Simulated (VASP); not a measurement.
Wanted: the native input for a VASP 6.6.1 run.

* Task: single point
* Functional: PBE
* Potentials or basis: VASP PAW PBE potentials, release 64 (Fe)
* Cutoff: 520 eV
* k mesh: 5 × 5 × 5
* Occupations: gaussian, width 0.1 eV
* Spin: non-collinear spin, typed start, spin-orbit coupling
* Starting moments: [[0.0, 0.0, 2.2]] μB
* Dipole correction: no
* Further INCAR settings: ALGO = Normal; EDIFF = 1e-07; NBANDS = 19

The structure of Fe lies in POSCAR:

```
Fe
1.0
   -1.4645000000      1.4645000000      1.4645000000
    1.4645000000     -1.4645000000      1.4645000000
    1.4645000000      1.4645000000     -1.4645000000
Fe
1
Direct
    0.0000000000      0.0000000000      0.0000000000
```

The input as run:

INCAR

```
SYSTEM = Fe
PREC = Accurate
ENCUT = 520
EDIFF = 1E-7
ISMEAR = 0
SIGMA = 0.1
LREAL = .False.
LASPH = .True.
NELM = 150
ALGO = Normal
ISIF = 2
LWAVE = .False.
LCHARG = .False.
MAGMOM = 0 0 2.2
LORBIT = 11
LSORBIT = .True.
GGA_COMPAT = .False.
LORBMOM = .True.
LMAXMIX = 4
GGA = PE
NBANDS = 19
```

KPOINTS

```
regular mesh
0
Gamma
  5 5 5
  0 0 0
```

Potentials or basis: VASP PAW PBE potentials, release 64 (Fe).

Run with:

```sh
$ cat potpaw_PBE.64/Fe/POTCAR > POTCAR
$ mpirun -np 1 vasp_ncl > vasp.out
```

Results of the run:

| Item | Value |
| --- | --- |
| Pressure | -11.7 GPa |
| Net moment | 2.47 μB per cell |
| Valence electrons inside the program's atomic spheres | Fe 7.08 |

Caveat: the k points lie up to 0.61 Å⁻¹ apart.

Run time: 46 s on 1 thread of Intel(R) Xeon(R) Platinum 8259CL CPU @ 2.50GHz (Skylake/Cascade Lake), with other jobs on the host, peak memory 0.16 GiB.
